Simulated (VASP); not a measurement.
Sb: single point with PBE

The system is Sb.

```
Sb
1.0
    -1.87419    1.87419    1.87419
     1.87419   -1.87419    1.87419
     1.87419    1.87419   -1.87419
Sb
1
Direct
  0.00000 0.00000 0.00000
```

This cell differs from its parent crystal: strained.

| Quantity | Value |
| --- | --- |
| Program | VASP 6.6.1 |
| Task | single point |
| Functional | PBE |
| Potentials or basis | VASP PAW PBE potentials, release 64 (Sb) |
| Cutoff | 520 eV |
| k mesh | 16 × 16 × 16 |
| Occupations | gaussian, width 0.1 eV |
| Spin | no spin polarisation |
| Dipole correction | no |
| Further INCAR settings | ALGO = Normal; EDIFF = 1e-06; NBANDS = 8 |

| Quantity | Value |
| --- | --- |
| Pressure | 2.0 GPa |

Levels at points of the mesh, in eV from the Fermi level:
| k point | band 1 | band 2 | band 3 | band 4 | band 5 | band 6 |
| --- | --- | --- | --- | --- | --- | --- |
| (0.00, 0.00, 0.00) | -12.97 | 5.72 | 5.72 | 5.72 | 10.68 | 10.68 |
| (0.50, 0.00, 0.00) | -8.79 | -5.67 | 1.79 | 3.87 | 6.55 | 7.00 |
| (0.50, 0.50, 0.50) | -5.43 | -1.99 | -1.99 | -1.99 | 2.98 | 2.98 |

Wall time 26 s on 1 thread of Intel Xeon 8259CL (shared host), peak memory 0.16 GiB.

Caveat: the cell differs from its parent crystal (strained); spin-orbit coupling is left out, which moves the levels of the heavy elements.
